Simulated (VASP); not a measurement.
# NaHf4S (F-43m) in VASP: single point with PBE

Aim: the single point of NaHf4S with PBE.

All numbers are computed with VASP 6.6.1; they aren't measurements. Logs are shortened: lines on timing, memory, paths and dates and some standing lists are left out, and cuts for length are marked.

**1. The cell of the first run**

It takes space group F-43m (No. 216, cubic). Conventional cell: a = 8.349 Å, b = 8.349 Å, c = 8.349 Å, α = 90.00°, β = 90.00°, γ = 90.00°. Within 4.5 Å of Na (site symmetry -43m) lie 12 Hf at 3.46 Å and 4 S at 3.62 Å. Hf (site symmetry 3m) has 6 Hf at 2.91 to 2.99 Å and 3 Na at 3.46 Å and 3 S at 3.47 Å within 3.8 Å. Within 4.6 Å of S (site symmetry -43m) lie 12 Hf at 3.47 Å and 4 Na at 3.62 Å.

**2. Single point, PBE**

Contents of POSCAR:

```
NaHf4S
1.0
    0.0000000000      4.1744225060      4.1744225060
    4.1744225060      0.0000000000      4.1744225060
    4.1744225060      4.1744225060      0.0000000000
Na Hf S
1 4 1
Direct
    0.0000000000      0.0000000000      0.0000000000
    0.6266406603      0.6266406603      0.1200780190
    0.6266406603      0.1200780190      0.6266406603
    0.1200780190      0.6266406603      0.6266406603
    0.6266406603      0.6266406603      0.6266406603
    0.2500000000      0.2500000000      0.2500000000
```

Contents of INCAR.step1:

```
PREC = Accurate
ENCUT = 520
EDIFF = 1E-6
ISMEAR = 0
SIGMA = 0.1
LREAL = False
LASPH = True
NELM = 60
ALGO = Fast
ISIF = 2
LWAVE = False
LCHARG = True
LMAXMIX = 4
GGA = PE
NBANDS = 36
```

Contents of KPOINTS.step1:

```
regular mesh
0
Gamma
  8 8 8
```

Contents of INCAR.step2:

```
PREC = Accurate
ENCUT = 520
EDIFF = 1E-6
ISMEAR = -5
SIGMA = 0.1
LREAL = False
LASPH = True
NELM = 60
ALGO = Fast
ISIF = 2
LWAVE = False
LCHARG = False
LMAXMIX = 4
GGA = PE
LORBIT = 11
NEDOS = 2001
ICHARG = 11
```

Contents of KPOINTS.step2:

```
regular mesh
0
Gamma
  12 12 12
```

Potentials or basis: VASP PAW PBE potentials, release 64 (Na_pv, Hf_pv, S).

On the command line:

```bash
$ cat potpaw_PBE.64/Na_pv/POTCAR potpaw_PBE.64/Hf_pv/POTCAR potpaw_PBE.64/S/POTCAR > POTCAR
$ cp INCAR.step1 INCAR
$ cp KPOINTS.step1 KPOINTS
$ mpirun -np 1 vasp_std > vasp.out
$ cp INCAR.step2 INCAR
$ cp KPOINTS.step2 KPOINTS
$ mpirun -np 1 vasp_std > vasp.out
```

OUTCAR:

```text
PREC = Accurate
   ENCUT = 520
   EDIFF = 1E-6
   ISMEAR = -5
   LREAL = False
   LASPH = True
   NELM = 60
   ISIF = 2
   GGA = PE
   LORBIT = 11
   ICHARG = 11

 ion  position               nearest neighbor table
   1  0.000  0.000  0.000-
   2  0.627  0.627  0.120-   3 2.91   4 2.91   5 2.91   5 2.99   3 2.99   4 2.99
   3  0.627  0.120  0.627-   2 2.91   4 2.91   5 2.91   2 2.99   5 2.99   4 2.99
   4  0.120  0.627  0.627-   2 2.91   3 2.91   5 2.91   5 2.99   2 2.99   3 2.99
   5  0.627  0.627  0.627-   2 2.91   3 2.91   4 2.91   2 2.99   3 2.99   4 2.99
   6  0.250  0.250  0.250-

  LATTYP: Found a face centered cubic cell.
 ALAT       =     8.3488450120

  Lattice vectors:

 A1 = (   0.0000000000,   4.1744225060,   4.1744225060)
 A2 = (   4.1744225060,   0.0000000000,   4.1744225060)
 A3 = (   4.1744225060,   4.1744225060,   0.0000000000)

Analysis of symmetry for initial positions (statically):
=====================================================================
 Subroutine PRICEL returns:
 Original cell was already a primitive cell.

 Routine SETGRP: Setting up the symmetry group for a
 face centered cubic supercell.

 Subroutine GETGRP returns: Found 24 space group operations
 (whereof 24 operations were pure point group operations)
 out of a pool of 48 trial point group operations.

The static configuration has the point symmetry T_d .

Analysis of symmetry for dynamics (positions and initial velocities):
=====================================================================
 Subroutine PRICEL returns:
 Original cell was already a primitive cell.

 Routine SETGRP: Setting up the symmetry group for a
 face centered cubic supercell.

 Subroutine GETGRP returns: Found 24 space group operations
 (whereof 24 operations were pure point group operations)
 out of a pool of 48 trial point group operations.

The dynamic configuration has the point symmetry T_d .

 Subroutine INISYM returns: Found 24 space group operations
 (whereof 24 operations are pure point group operations),
 and found     1 'primitive' translations

----------------------------------------------------------------------------------------

                                     Primitive cell

  volume of cell :     145.4853

  direct lattice vectors                    reciprocal lattice vectors
     0.000000000  4.174422506  4.174422506    -0.119777047  0.119777047  0.119777047
[... 109 lines left out ...]
   EMIN   =  10.00;   EMAX   =-10.00  energy-range for DOS
   EFERMI =   0.00;   METHOD = LEGACY
   ISMEAR =    -5;   SIGMA  =   0.10  broadening in eV -4-tet -1-fermi 0-gaus
   EFERMI_NEDOS =   21; number of points for ismear=-14 and -15
   IALGO  =     68    algorithm
   IMIX   =      4    mixing-type and parameters
     AMIX     =   0.40;   BMIX     =  1.00
     AMIX_MAG =   1.60;   BMIX_MAG =  1.00
  volume/ion in A,a.u.               =      24.25       163.63
  Fermi-wavevector in a.u.,A,eV,Ry     =   1.169213  2.209493 18.599975  1.367060
  Thomas-Fermi vector in A             =   2.305689
   LORBIT       =     11    0 simple, 1 ext, 2 COOP (PROOUT), +10 PAW based schemes
   GGA     = PE    functional components
   LHFCALC =     F    Hartree Fock is set to
   AEXX    =    0.0000 exact exchange contribution
   IVDW    =     0    specifies the selected vdW correction
   LEPSILON=     F    determine dielectric tensor
   LRPA    =     F    only Hartree local field effects (RPA)
 non-spin polarized calculation
 RMM-DIIS sequential band-by-band and
 Fermi weights with tetrahedron method with Bloechl corrections
  energy-cutoff  :      520.00
  volume of cell :      145.49
 maximum number of plane-waves:      3944
 NGX is ok and might be reduce to    48

 number of electron      53.0000008 magnetization

 Free energy of the ion-electron system (eV)
  ---------------------------------------------------
  ext. energy  EPLUGINS =         0.00000000
  ---------------------------------------------------
  free energy    TOTEN  =       -40.47767672 eV

  energy without entropy =      -40.47767672  energy(sigma->0) =      -40.47767672

 E-fermi :   3.6637     XC(G=0): -10.0263

 val. band max:        3.6661343854   @ k =   0.4167   0.4167   0.0000
 cond. band min:       3.6574443695   @ k =  -0.3333   0.4167   0.0833
 fundamental gap:     -0.0086900160
 Fermi energy:         3.6637373650

 k-point     1 :       0.0000    0.0000    0.0000
  band No.  band energies     occupation
      1     -27.6792      2.00000
      2     -27.3153      2.00000
      3     -27.3153      2.00000
      4     -27.3153      2.00000
      5     -27.1967      2.00000
      6     -27.1967      2.00000
[... 805 lines left out ...]
     30       4.2567      0.00000
     31       4.8506      0.00000

 [... further k-points ...]

------------------------ aborting loop because EDIFF is reached ----------------------------------------

  FORCE on cell =-STRESS in cart. coord.  units (eV):
  Direction    XX          YY          ZZ          XY          YZ          ZX
  --------------------------------------------------------------------------------------
  -------------------------------------------------------------------------------------
  Total       -0.1091941     -0.1091941     -0.1091941     -0.0000000     -0.0000000      0.0000000
  in kB       -1.2025151     -1.2025151     -1.2025151     -0.0000000     -0.0000000      0.0000000
  external PRESSURE =      -1.2025151 kB  Pullay stress =       0.0000000 kB

 VOLUME and BASIS-vectors are now :
 -----------------------------------------------------------------------------
  energy-cutoff  :      520.00
  volume of cell :      145.49
      direct lattice vectors                 reciprocal lattice vectors
     0.000000000  4.174422506  4.174422506    -0.119777047  0.119777047  0.119777047
     4.174422506  0.000000000  4.174422506     0.119777047 -0.119777047  0.119777047
     4.174422506  4.174422506  0.000000000     0.119777047  0.119777047 -0.119777047

 POSITION                                       TOTAL-FORCE (eV/Angst)
 -----------------------------------------------------------------------------------
      0.00000      0.00000      0.00000         0.000000      0.000000     -0.000000
      3.11712      3.11712      5.23173         0.021366      0.021366     -0.021366
      3.11712      5.23173      3.11712         0.021366     -0.021366      0.021366
      5.23173      3.11712      3.11712        -0.021366      0.021366      0.021366
      5.23173      5.23173      5.23173        -0.021366     -0.021366     -0.021366
      2.08721      2.08721      2.08721         0.000000      0.000000     -0.000000
 -----------------------------------------------------------------------------------
    total drift:                               -0.004142     -0.004142     -0.004142

  FREE ENERGIE OF THE ION-ELECTRON SYSTEM (eV)
  ---------------------------------------------------
  free  energy   TOTEN  =       -40.4776767210 eV

  energy  without entropy=      -40.4776767210  energy(sigma->0) =      -40.47767672

 total charge

# of ion       s       p       d       tot
------------------------------------------
    1        0.108   5.996   0.000   6.104
    2        0.437   6.233   1.660   8.330
    3        0.437   6.233   1.660   8.330
    4        0.437   6.233   1.660   8.330
    5        0.437   6.233   1.660   8.330
    6        1.401   2.126   0.000   3.527
--------------------------------------------------
tot          3.257  33.053   6.642  42.952
```

OSZICAR.step1:

```text
N       E                     dE             d eps       ncg     rms          rms(c)
DAV:   1     0.306975698691E+03    0.30698E+03   -0.27441E+04  2256   0.140E+03
DAV:   2    -0.145474789978E+02   -0.32152E+03   -0.30793E+03  2308   0.364E+02
DAV:   3    -0.407401340592E+02   -0.26193E+02   -0.24819E+02  2744   0.790E+01
DAV:   4    -0.420936484964E+02   -0.13535E+01   -0.13126E+01  2648   0.160E+01
DAV:   5    -0.421521455975E+02   -0.58497E-01   -0.58254E-01  2864   0.313E+00    0.720E+01
RMM:   6    -0.407990454244E+02    0.13531E+01   -0.11662E+00  2296   0.448E+00    0.386E+01
RMM:   7    -0.404983139680E+02    0.30073E+00   -0.14979E+00  2479   0.524E+00    0.469E+00
RMM:   8    -0.405046504360E+02   -0.63365E-02   -0.25674E-01  2905   0.217E+00    0.162E+00
RMM:   9    -0.405067884470E+02   -0.21380E-02   -0.55906E-02  3504   0.922E-01    0.819E-01
RMM:  10    -0.405056857549E+02    0.11027E-02   -0.11914E-02  3048   0.355E-01    0.268E-01
RMM:  11    -0.405059662940E+02   -0.28054E-03   -0.43069E-03  3257   0.205E-01    0.140E-01
RMM:  12    -0.405060485743E+02   -0.82280E-04   -0.94473E-04  3088   0.949E-02    0.528E-02
RMM:  13    -0.405060627136E+02   -0.14139E-04   -0.29697E-04  3138   0.617E-02    0.190E-02
RMM:  14    -0.405060709756E+02   -0.82619E-05   -0.10910E-04  3245   0.297E-02    0.119E-02
RMM:  15    -0.405060726560E+02   -0.16804E-05   -0.28419E-05  2653   0.137E-02    0.636E-03
RMM:  16    -0.405060732842E+02   -0.62823E-06   -0.76391E-06  2114   0.732E-03
   1 F= -.40506073E+02 E0= -.40474353E+02  d E =-.634397E-01
```

Run time: 15 min. Hardware: 1 thread of Oxide Virtual Turin-like, shared host; peak memory 0.45 GiB.

What came out:

```yaml
Valence_electrons_inside_the_program's_atomic_spheres: Na 6.10; Hf 8.33; S 3.53
```

Caveat: spin-orbit coupling is left out, which moves the levels of the heavy elements.
